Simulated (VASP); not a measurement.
# Si (I4/mmm) in VASP: a series of runs

Runs on Si. Level: LDA. Tasks: single point.

Everything below comes from runs of VASP 6.6.1. Logs are shortened: lines on timing, memory, paths and dates and some standing lists are left out, and cuts for length are marked.

**1. The cell of the first run**

It takes space group I4/mmm (No. 139, tetragonal). Conventional cell: a = 6.702 Å, b = 6.702 Å, c = 3.759 Å, α = 90.00°, β = 90.00°, γ = 90.00°. Si (site symmetry m2m) has 4 Si at 2.31 to 2.40 Å within 3.1 Å.

**2. Single point, LDA (strain +0.015 along x and y, -0.015 along z)**

INCAR reads:

```
ALGO = Normal
EDIFF = 1E-7
ENCUT = 520
GGA = CA
ISIF = 2
ISMEAR = 0
LASPH = T
LCHARG = T
LELF = T
LREAL = F
LVHAR = T
LWAVE = F
NBANDS = 16
NELM = 60
PREC = Accurate
SIGMA = 0.03
```

KPOINTS reads:

```
k-points
0
Gamma
  10 10 10
```

POSCAR reads:

```
Si
1.0
   -3.3507909355      3.3507909355      1.8797394730
    3.3507909355     -3.3507909355      1.8797394730
    3.3507909355      3.3507909355     -1.8797394730
Si
4
Direct
    0.1788433299      0.1788433299      0.3576866598
    0.8211566701      0.8211566701      0.6423133402
    0.1788433299      0.8211566701      0.0000000000
    0.8211566701      0.1788433299      0.0000000000
```

Potentials or basis: VASP PAW LDA potentials, release 64 (Si).

Started as:

```console
> cat potpaw_LDA.64/Si/POTCAR > POTCAR
> mpirun -np 1 vasp_std > vasp.out
```

OUTCAR:

```text
EDIFF = 1E-7
   ENCUT = 520
   GGA = CA
   ISIF = 2
   ISMEAR = 0
   LASPH = T
   LREAL = F
   NELM = 60
   PREC = Accurate

 ion  position               nearest neighbor table
   1  0.179  0.179  0.358-   2 2.31   2 2.31   3 2.40   4 2.40
   2  0.821  0.821  0.642-   1 2.31   1 2.31   4 2.40   3 2.40
   3  0.179  0.821  0.000-   4 2.31   4 2.31   2 2.40   1 2.40
   4  0.821  0.179  0.000-   3 2.31   3 2.31   2 2.40   1 2.40

  LATTYP: Found a body centered tetragonal cell.
 ALAT       =     6.7015818710
 C/A-ratio  =     0.5609838122

  Lattice vectors:

 A1 = (  -3.3507909355,   3.3507909355,   1.8797394730)
 A2 = (   3.3507909355,  -3.3507909355,   1.8797394730)
 A3 = (   3.3507909355,   3.3507909355,  -1.8797394730)

Analysis of symmetry for initial positions (statically):
=====================================================================
 Subroutine PRICEL returns:
 Original cell was already a primitive cell.

 Routine SETGRP: Setting up the symmetry group for a
 body centered tetragonal supercell.

 Subroutine GETGRP returns: Found 16 space group operations
 (whereof 16 operations were pure point group operations)
 out of a pool of 16 trial point group operations.

The static configuration has the point symmetry D_4h.

Analysis of symmetry for dynamics (positions and initial velocities):
=====================================================================
 Subroutine PRICEL returns:
 Original cell was already a primitive cell.

 Routine SETGRP: Setting up the symmetry group for a
 body centered tetragonal supercell.

 Subroutine GETGRP returns: Found 16 space group operations
 (whereof 16 operations were pure point group operations)
 out of a pool of 16 trial point group operations.

The dynamic configuration has the point symmetry D_4h.

 Subroutine INISYM returns: Found 16 space group operations
 (whereof 16 operations are pure point group operations),
 and found     1 'primitive' translations

----------------------------------------------------------------------------------------

                                     Primitive cell

  volume of cell :      84.4214

  direct lattice vectors                    reciprocal lattice vectors
    -3.350790936  3.350790936  1.879739473     0.000000000  0.149218501  0.265994308
     3.350790936 -3.350790936  1.879739473     0.149218501  0.000000000  0.265994308
     3.350790936  3.350790936 -1.879739473     0.149218501  0.149218501  0.000000000

  length of vectors
     5.097942749  5.097942749  5.097942749     0.304990381  0.304990381  0.211026828

  position of ions in fractional coordinates (direct lattice)
     0.178843330  0.178843330  0.357686660
     0.821156670  0.821156670  0.642313340
     0.178843330  0.821156670  0.000000000
     0.821156670  0.178843330  0.000000000

  ion indices of the primitive-cell ions
   primitive index   ion index
                 1           1
                 2           2
                 3           3
                 4           4

----------------------------------------------------------------------------------------

 KPOINTS: k-points

Automatic generation of k-mesh.
 Grid dimensions read from file:
 generate k-points for:   10   10   10

 Generating k-lattice:

  Cartesian coordinates                     Fractional coordinates (reciprocal lattice)
     0.000000000  0.014921850  0.026599431     0.100000000  0.000000000 -0.000000000
     0.014921850  0.000000000  0.026599431     0.000000000  0.100000000 -0.000000000
     0.014921850  0.014921850  0.000000000     0.000000000  0.000000000  0.100000000

  Length of vectors
     0.030499038  0.030499038  0.021102683

  Shift w.r.t. Gamma in fractional coordinates (k-lattice)
     0.000000000  0.000000000  0.000000000

 Subroutine IBZKPT returns following result:
 ===========================================

 Found    102 irreducible k-points:

 Following reciprocal coordinates:
            Coordinates               Weight
  0.000000  0.000000  0.000000      1.000000
  0.100000 -0.000000  0.000000      8.000000
  0.200000 -0.000000  0.000000      8.000000
  0.300000 -0.000000  0.000000      8.000000
  0.400000 -0.000000  0.000000      8.000000
  0.500000 -0.000000  0.000000      4.000000
[... 16 lines left out ...]
  0.300000  0.300000  0.000000      8.000000
  0.400000  0.300000  0.000000     16.000000
 [... further k-points ...]
   k-points           NKPTS =    102   k-points in BZ     NKDIM =    102   number of bands    NBANDS=     16
   number of dos      NEDOS =    301   number of ions     NIONS =      4
   total plane-waves  NPLWV =  64000
   dimension x,y,z NGX =    40 NGY =   40 NGZ =   40
   dimension x,y,z NGXF=    80 NGYF=   80 NGZF=   80
   ions per type =               4
   NGX,Y,Z   is equivalent  to a cutoff of  13.04, 13.04, 13.04 a.u.
   NGXF,Y,Z  is equivalent  to a cutoff of  26.09, 26.09, 26.09 a.u.
 SYSTEM =  unknown system
   PREC   = accura    normal or accurate (medium, high low for compatibility)
   ISTART =      0    job   : 0-new  1-cont  2-samecut
   ICHARG =      2    charge: 1-file 2-atom 10-const
   ISPIN  =      1    spin polarized calculation?
   LNONCOLLINEAR =      F non collinear calculations
   LSORBIT =      F    spin-orbit coupling
   LASPH  =      T    aspherical Exc in radial PAW
   ENCUT  =  520.0 eV  38.22 Ry    6.18 a.u.   9.48  9.48  9.48*2*pi/ulx,y,z
   NELM   =     60;   NELMIN=  2; NELMDL= -5     # of ELM steps
   EDIFF  = 0.1E-06   stopping-criterion for ELM
   LREAL  =      F    real-space projection
   EDIFFG = 0.1E-05   stopping-criterion for IOM
   NSW    =      0    number of steps for IOM
   IBRION =     -1    ionic relax: 0-MD 1-quasi-New 2-CG
   NFREE  =      0    steps in history (QN), initial steepest desc. (CG)
   ISIF   =      2    stress and relaxation
   ISYM   =      2    0-nonsym 1-usesym 2-fastsym
   POTIM  = 0.5000    time-step for ionic-motion
   TEBEG  =    0.0;   TEEND  =   0.0 temperature during run
   PSTRESS=    0.0 pullay stress
   NELECT =      16.0000    total number of electrons
   NUPDOWN=      -1.0000    fix difference up-down
   EMIN   =  10.00;   EMAX   =-10.00  energy-range for DOS
   EFERMI =   0.00;   METHOD = LEGACY
   ISMEAR =     0;   SIGMA  =   0.03  broadening in eV -4-tet -1-fermi 0-gaus
   EFERMI_NEDOS =   21; number of points for ismear=-14 and -15
   IALGO  =     38    algorithm
   IMIX   =      4    mixing-type and parameters
     AMIX     =   0.40;   BMIX     =  1.00
     AMIX_MAG =   1.60;   BMIX_MAG =  1.00
  volume/ion in A,a.u.               =      21.11       142.43
  Fermi-wavevector in a.u.,A,eV,Ry     =   0.940367  1.777036 12.031498  0.884290
  Thomas-Fermi vector in A             =   2.067772
   LORBIT       =      0    0 simple, 1 ext, 2 COOP (PROOUT), +10 PAW based schemes
   GGA     = CA    functional components
   LHFCALC =     F    Hartree Fock is set to
   AEXX    =    0.0000 exact exchange contribution
   IVDW    =     0    specifies the selected vdW correction
   LEPSILON=     F    determine dielectric tensor
   LRPA    =     F    only Hartree local field effects (RPA)
 non-spin polarized calculation
 Gauss-broadening in eV      SIGMA  =   0.03
  energy-cutoff  :      520.00
  volume of cell :       84.42
 maximum number of plane-waves:      2295
 NGX is ok and might be reduce to    40
   NGX = 19   NGY = 19   NGZ = 19

 number of electron      16.0000000 magnetization

 Free energy of the ion-electron system (eV)
  ---------------------------------------------------
  ext. energy  EPLUGINS =         0.00000000
  ---------------------------------------------------
  free energy    TOTEN  =       -23.35109821 eV

  energy without entropy =      -23.35109821  energy(sigma->0) =      -23.35109821

 E-fermi :   5.5333     XC(G=0):  -9.3302

 val. band max:        5.3928214724   @ k =   0.5000   0.5000   0.5000
 cond. band min:       5.6958031649   @ k =  -0.1000  -0.2000   0.1000
 fundamental gap:      0.3029816926
 Fermi energy:         5.5333363139

 k-point     1 :       0.0000    0.0000    0.0000
  band No.  band energies     occupation
      1      -6.6367      2.00000
      2      -2.6025      2.00000
      3      -0.1574      2.00000
      4      -0.1574      2.00000
      5       1.6629      2.00000
      6       4.0994      2.00000
[... 8 lines left out ...]
     15      11.1474      0.00000
     16      12.1725      0.00000

 k-point     2 :       0.1000   -0.0000    0.0000
  band No.  band energies     occupation
      1      -6.5211      2.00000
      2      -2.6105      2.00000
      3      -0.2826      2.00000
      4       0.0063      2.00000
      5       1.7663      2.00000
      6       3.4288      2.00000
[... 8 lines left out ...]
     15      10.5436      0.00000
     16      12.8187      0.00000

 k-point     3 :       0.2000   -0.0000    0.0000
  band No.  band energies     occupation
      1      -6.1796      2.00000
      2      -2.5857      2.00000
      3      -0.6508      2.00000
      4       0.2980      2.00000
      5       1.9316      2.00000
      6       2.2909      2.00000
[... 8 lines left out ...]
     15      10.5934      0.00000
     16      12.1972      0.00000

 k-point     4 :       0.3000   -0.0000    0.0000
  band No.  band energies     occupation
      1      -5.6339      2.00000
      2      -2.4562      2.00000
      3      -1.3328      2.00000
      4       0.1173      2.00000
      5       1.4457      2.00000
      6       2.0176      2.00000
[... 8 lines left out ...]
     15      11.9419      0.00000
     16      12.2797      0.00000
[... 324 lines left out ...]
 k-point    22 :      -0.2000    0.2000    0.0000
  band No.  band energies     occupation
      1      -6.4220      2.00000
      2      -3.3181      2.00000
      3      -0.1335      2.00000
      4       0.0123      2.00000
      5       2.5581      2.00000
      6       3.8613      2.00000
[... 8 lines left out ...]
     15      11.5766      0.00000
     16      12.9491      0.00000

 k-point    23 :       0.3000    0.3000    0.0000
  band No.  band energies     occupation
      1      -4.4546      2.00000
      2      -3.2068      2.00000
      3      -2.3383      2.00000
      4      -0.2742      2.00000
      5       0.9158      2.00000
      6       2.6076      2.00000
[... 8 lines left out ...]
     15      11.6259      0.00000
     16      13.3672      0.00000

 k-point    24 :       0.4000    0.3000    0.0000
  band No.  band energies     occupation
      1      -4.9020      2.00000
      2      -3.8129      2.00000
      3      -1.6305      2.00000
      4       0.4181      2.00000
      5       1.1760      2.00000
      6       2.4293      2.00000
[... 8 lines left out ...]
     15      11.6217      0.00000
     16      12.4294      0.00000

 [... further k-points ...]
[... 5 lines left out ...]
  --------------------------------------------------------------------------------------
  -------------------------------------------------------------------------------------
  Total       -1.4608204     -1.4608204      1.2815699      0.0000000      0.0000000      0.0000000
  in kB      -27.7239484    -27.7239484     24.3220708      0.0000000      0.0000000      0.0000000
  external PRESSURE =     -10.3752753 kB  Pullay stress =       0.0000000 kB

 VOLUME and BASIS-vectors are now :
 -----------------------------------------------------------------------------
  energy-cutoff  :      520.00
  volume of cell :       84.42
      direct lattice vectors                 reciprocal lattice vectors
    -3.350790936  3.350790936  1.879739473     0.000000000  0.149218501  0.265994308
     3.350790936 -3.350790936  1.879739473     0.149218501  0.000000000  0.265994308
     3.350790936  3.350790936 -1.879739473     0.149218501  0.149218501  0.000000000

 POSITION                                       TOTAL-FORCE (eV/Angst)
 -----------------------------------------------------------------------------------
      1.19853      1.19853     -0.00000        -0.240920     -0.240920     -0.000000
      2.15226      2.15226      1.87974         0.240920      0.240920     -0.000000
      2.15226     -2.15226      1.87974         0.240920     -0.240920      0.000000
     -2.15226      2.15226      1.87974        -0.240920      0.240920      0.000000
 -----------------------------------------------------------------------------------
    total drift:                               -0.000000     -0.000000     -0.000000

  FREE ENERGIE OF THE ION-ELECTRON SYSTEM (eV)
  ---------------------------------------------------
  free  energy   TOTEN  =       -23.3510982066 eV

  energy  without entropy=      -23.3510982066  energy(sigma->0) =      -23.35109821
```

It took 4.9 min on 1 thread of AMD EPYC 7R43 (Zen 3), shared host; peak memory 0.21 GiB.

Results:

* Free energy: -23.3511 eV
* Pressure: -1.0 GPa
* Largest force: 0.341 eV/Å
* Band gap on the k mesh: 0.30 eV, indirect (least direct gap 0.64 eV)

Forces on the atoms (eV/Å):
```
Si  -0.241 -0.241  0.000
Si   0.241  0.241  0.000
Si   0.241 -0.241  0.000
Si  -0.241  0.241  0.000
```

Stress tensor (GPa, compression positive):
```
-2.77  0.00  0.00
 0.00 -2.77  0.00
 0.00  0.00  2.43
```

Caveat: the cell differs from its parent crystal (strain +0.015 along x and y, -0.015 along z). A k mesh can miss the band edges.

**3. Single point, LDA (strain +0.030 along x and y, -0.030 along z)**

INCAR reads:

```
SYSTEM = Si
PREC = Accurate ; ENCUT = 520
EDIFF = 1E-7 ; ISMEAR = 0
SIGMA = 0.03 ; LREAL = .FALSE.
LASPH = .TRUE. ; NELM = 80
ALGO = Normal ; ISIF = 2
LWAVE = .FALSE. ; LCHARG = .FALSE.
NBANDS = 16
```

KPOINTS reads:

```
regular mesh
0
G
  10 10 10
  0 0 0
```

POSCAR reads:

```
Si
1.0
   -3.4003100133      3.4003100133      1.8511139988
    3.4003100133     -3.4003100133      1.8511139988
    3.4003100133      3.4003100133     -1.8511139988
Si
4
Direct
    0.1788433299      0.1788433299      0.3576866598
    0.8211566701      0.8211566701      0.6423133402
    0.1788433299      0.8211566701      0.0000000000
    0.8211566701      0.1788433299      0.0000000000
```

Potentials or basis: VASP PAW LDA potentials, release 64 (Si).

Started as:

```console
> cat potpaw_LDA.64/Si/POTCAR > POTCAR
> mpirun -np 1 vasp_std > vasp.out
```

Run time: 4.4 min. Hardware: 1 thread of AMD EPYC 7R43 (Zen 3), shared host; peak memory 0.2 GiB.

The run converged. Its results:

```
Free energy            : -23.2582 eV
Pressure               : -1.9 GPa
Largest force          : 0.629 eV/Å
Band gap on the k mesh : 0.24 eV, indirect (least direct gap 0.99 eV)
```

Forces in eV/Å, atoms in the order of the input:
```
Si  -0.445 -0.445  0.000
Si   0.445  0.445  0.000
Si   0.445 -0.445  0.000
Si  -0.445  0.445  0.000
```

Stress tensor (GPa, compression positive):
```
-5.25  0.00  0.00
 0.00 -5.25  0.00
 0.00  0.00  4.93
```

Levels at points of the mesh, in eV from the valence-band top:
```
           k point  band 6  band 7  band 8  band 9  band 10  band 11
(0.00, 0.00, 0.00)   -1.10   -1.10   -0.38    1.28     1.28     2.02
(0.50, 0.00, 0.00)   -3.40   -2.19   -1.52    0.77     2.10     2.87
(0.50, 0.50, 0.00)   -2.09   -1.51   -1.20    1.83     2.13     2.37
(0.50, 0.50, 0.50)   -0.04   -0.04    0.00    0.99     2.81     2.92
```

Caveat: the cell differs from its parent crystal (strain +0.030 along x and y, -0.030 along z).
